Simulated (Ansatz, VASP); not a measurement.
SiNi: VASP beside Ansatz

File INCAR:

```
  PREC = Accurate
  ENCUT = 520
  EDIFF = 1E-6
  ISMEAR = 0
  SIGMA = 0.1
  LREAL = False
  LASPH = True
  NELM = 60
  ALGO = Normal
  ISIF = 2
  LWAVE = False
  LCHARG = False
  GGA = PS
  NBANDS = 38
```

KPOINTS

```
regular mesh
0
Gamma
  7 6 10
```

File POSCAR:

```
SiNi
1.0
    5.0878282939      0.0000000000      0.0000000000
    0.0000000000      5.5278301779      0.0000000000
    0.0000000000      0.0000000000      3.3577714947
Si Ni
4 4
Direct
    0.6785723341      0.0865554857      0.7500000000
    0.8214276659      0.5865554857      0.2500000000
    0.1785723341      0.4134445143      0.7500000000
    0.3214276659      0.9134445143      0.2500000000
    0.9906992723      0.1873863645      0.2500000000
    0.5093007277      0.6873863645      0.7500000000
    0.4906992723      0.3126136355      0.2500000000
    0.0093007277      0.8126136355      0.7500000000
```

Input for Ansatz:

```yaml
crystal:
  lattice:
    - [5.0878282939, 0.0, 0.0]
    - [0.0, 5.5278301779, 0.0]
    - [0.0, 0.0, 3.3577714947]
  atoms:
    - { symbol: Si, position: [0.6785723341, 0.0865554857, 0.75] }
    - { symbol: Si, position: [0.8214276659, 0.5865554857, 0.25] }
    - { symbol: Si, position: [0.1785723341, 0.4134445143, 0.75] }
    - { symbol: Si, position: [0.3214276659, 0.9134445143, 0.25] }
    - { symbol: Ni, position: [0.9906992723, 0.1873863645, 0.25] }
    - { symbol: Ni, position: [0.5093007277, 0.6873863645, 0.75] }
    - { symbol: Ni, position: [0.4906992723, 0.3126136355, 0.25] }
    - { symbol: Ni, position: [0.0093007277, 0.8126136355, 0.75] }
basis:
  ecutwfc: 420
kpoints:
  mp_grid: { grid: [7, 6, 10] }
hamiltonian:
  xc: pbesol
scf:
  occupations: { method: gaussian, width: 0.1 }
output:
  forces: true
  stress: true
  eigenvalues: true
```

Alike in both runs: task single point; functional PBEsol; k mesh 7 × 6 × 10; occupations gaussian, width 0.1 eV; no spin polarisation.

```csv
,VASP,Ansatz
version,VASP 6.6.1,Ansatz 0.2.0
potentials or method,"VASP PAW PBE potentials, release 64 (Si, Ni), cutoff 520 eV","scalar-relativistic, plane waves, PAW"
valence electrons in the cell,56,88
```

Ansatz gave:

```
gap on the k mesh at the Fermi level (eV)                     : none
pressure (GPa)                                                : 0.0
traceless stress, the component that is largest in VASP (GPa) : 0.92
rms of the force components (eV/Å)                            : 0.007
```

Problem. Estimate VASP's values.

Solution. gap on the k mesh at the Fermi level (eV): none; pressure (GPa): 0.2; traceless stress, the component that is largest in VASP (GPa): 1.01; rms of the force components (eV/Å): 0.010.

VASP's potentials were made for PBE, not for PBEsol. Atom by atom the forces differ by 0.006 eV/Å (rms over components). A gap of «none» marks a metal or a gap that the smearing closes. VASP's potentials hold 56 valence electrons a cell and Ansatz's 88, so a difference there can come from the potentials and not from the codes.
